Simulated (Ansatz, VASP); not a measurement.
**One calculation of V, two programs**

```
V
1.0
    -1.50130    1.50130    1.50130
     1.50130   -1.50130    1.50130
     1.50130    1.50130   -1.50130
V
1
Direct
  0.00000 0.00000 0.00000
```

Alike in both runs: functional PBE; k mesh 10 × 10 × 10; occupations gaussian, width 0.1 eV; no spin polarisation.

Ansatz relaxed the structure, and its values are those at the end. VASP's run is a single point on that final structure, the one shown.

|  | VASP | Ansatz |
| --- | --- | --- |
| version | VASP 6.6.1 | Ansatz 0.2.0 |
| potentials or method | VASP PAW PBE potentials, release 64 (V_sv), cutoff 500 eV | scalar-relativistic, plane waves, PAW |
| valence electrons in the cell | 13 | 13 |

```tsv
	VASP	Ansatz	Ansatz less VASP
gap on the k mesh at the Fermi level (eV)	none	none	-
pressure (GPa)	0.0	-0.1	-0.11
```

A gap of «none» marks a metal or a gap that the smearing closes. With one functional, cell and mesh, what is left measures potentials, basis and numerics.
